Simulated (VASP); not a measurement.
# Sn: single point with PBEsol

Crystal: Sn.

```xyz
2
Lattice="-0.0117 3.1909 3.1465 3.0601 0.0674 3.0674 3.1782 3.2300 -0.0508" Properties=species:S:1:pos:R:3 pbc="T T T"
Sn    3.0967    3.2589    3.0291
Sn    4.6865    4.8514    4.6749
```

This cell differs from its parent crystal: atoms moved at random and the cell strained at random.

- Program: VASP 6.6.1
- Task: single point
- Functional: PBEsol
- Potentials or basis: VASP PAW PBE potentials, release 64 (Sn_d)
- Cutoff: 520 eV
- k mesh: 10 × 10 × 10
- Occupations: gaussian, width 0.1 eV
- Spin: no spin polarisation
- Dipole correction: no
- Further INCAR settings: ALGO = Normal; EDIFF = 1e-06; NBANDS = 21

```json
{"Pressure": "7.6 GPa", "Largest force": "2.059 eV/Å", "Band gap on the k mesh": "zero (band 14 reaches 6.72 eV, above the bottom of band 15 at 6.55 eV)"}
```

Forces on the atoms (eV/Å):
```
Sn   0.784 -1.056  1.583
Sn  -0.784  1.056 -1.583
```

Stress tensor (GPa, compression positive):
```
 7.93 -6.29  4.41
-6.29  7.50 -2.82
 4.41 -2.82  7.41
```

Levels at points of the mesh, in eV from the Fermi level:
```csv
k point,band 12,band 13,band 14,band 15,band 16,band 17
"(0.00, 0.00, 0.00)",-0.40,-0.18,0.06,0.30,1.50,1.87
"(0.50, 0.00, 0.00)",-6.91,-1.54,-1.09,0.10,2.62,3.82
"(0.00, 0.50, 0.00)",-7.37,-1.70,-1.45,-0.07,2.86,3.33
"(0.50, 0.50, 0.00)",-7.53,-3.00,-2.87,0.47,0.55,8.01
"(0.00, 0.00, 0.50)",-6.53,-1.48,-0.99,0.13,2.71,3.70
"(0.50, 0.00, 0.50)",-7.78,-3.01,-2.64,0.44,0.75,8.12
"(0.00, 0.50, 0.50)",-7.83,-2.98,-2.87,0.44,0.50,7.97
"(0.50, 0.50, 0.50)",-6.59,-1.65,-1.09,-0.10,2.59,3.59
```

Wall time 15 min on 1 thread of AMD EPYC 7R43 64-Core Processor (Zen 3) (shared host), peak memory 0.55 GiB.

Caveat: the cell differs from its parent crystal (atoms moved at random and the cell strained at random); the PAW data sets were made with another functional, which shifts forces and pressure a little; spin-orbit coupling is left out, which moves the levels of the heavy elements.
